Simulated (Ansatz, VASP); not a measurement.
**CoSi2 in VASP and in Ansatz**

INCAR

```
SYSTEM = CoSi2
PREC     = Accurate       ! precision mode
ENCUT    = 520            ! plane-wave cutoff, eV
EDIFF    = 1E-7           ! SCF threshold, eV
ISMEAR   = 0              ! smearing method
SIGMA    = 0.05           ! smearing width, eV
LREAL    = .False.        ! projectors in reciprocal space
LASPH    = .True.         ! aspherical terms in the spheres
NELM     = 150            ! most SCF steps
ALGO     = Normal         ! electronic algorithm
ISIF     = 2              ! what is computed and relaxed
LWAVE    = .False.        ! write WAVECAR
LCHARG   = .False.        ! write CHGCAR
ISPIN    = 2              ! spin polarisation
MAGMOM   = 0.05 0 0       ! initial moments
LORBIT   = 11             ! projections on sites
LMAXMIX  = 4              ! l up to which the mixer works
GGA      = RE             ! functional
NBANDS   = 20             ! bands
```

Contents of KPOINTS:

```
Automatic mesh
0
Gamma
  8 8 8
  0 0 0
```

Contents of POSCAR:

```
CoSi2
1.0
    0.0000000000      2.6824999877      2.6824999877
    2.6824999877      0.0000000000      2.6824999877
    2.6824999877      2.6824999877      0.0000000000
Co Si
1 2
Direct
    0.0000000000      0.0000000000      0.0000000000
    0.2500000000      0.2500000000      0.2500000000
    0.7500000000      0.7500000000      0.7500000000
```

Input for Ansatz:

```yaml
crystal:
  lattice:
    - [0.0, 2.6824999877, 2.6824999877]
    - [2.6824999877, 0.0, 2.6824999877]
    - [2.6824999877, 2.6824999877, 0.0]
  atoms:
    - { symbol: Co, position: [0.0, 0.0, 0.0], spin: 0.05 }
    - { symbol: Si, position: [0.25, 0.25, 0.25] }
    - { symbol: Si, position: [0.75, 0.75, 0.75] }
basis:
  ecutwfc: 420
  ecutrho_ratio: 4
kpoints:
  mp_grid: { grid: [8, 8, 8] }
hamiltonian:
  xc: revpbe
scf:
  occupations: { method: gaussian, width: 0.05 }
output:
  forces: true
  stress: true
  eigenvalues: true
  populations: true
magnetization:
  spin_polarized: true
checkpoint:
  read: start.run
  write: ck
  compress: false
  write_wavefunctions: false
  write_every: 100000
```

Alike in both runs: task single point; functional revPBE; k mesh 8 × 8 × 8; occupations gaussian, width 0.05 eV; collinear spin.

```csv
,VASP,Ansatz
version,VASP 6.6.1,Ansatz 0.2.0
potentials or method,"VASP PAW PBE potentials, release 64 (Co, Si), cutoff 520 eV","scalar-relativistic, plane waves, PAW"
valence electrons in the cell,17,25
```

```tsv
	VASP	Ansatz	Ansatz less VASP
gap on the k mesh at the Fermi level (eV)	none	none	-
pressure (GPa)	1.2	1.6	+0.41
net moment per atom (μB)	0.00	0.00	0.000
```

VASP's potentials were made for PBE, not for revPBE. A gap of «none» marks a metal or a gap that the smearing closes. VASP's potentials hold 17 valence electrons a cell and Ansatz's 25, so a difference there can come from the potentials and not from the codes. Ansatz's warnings: seeded moment not kept.
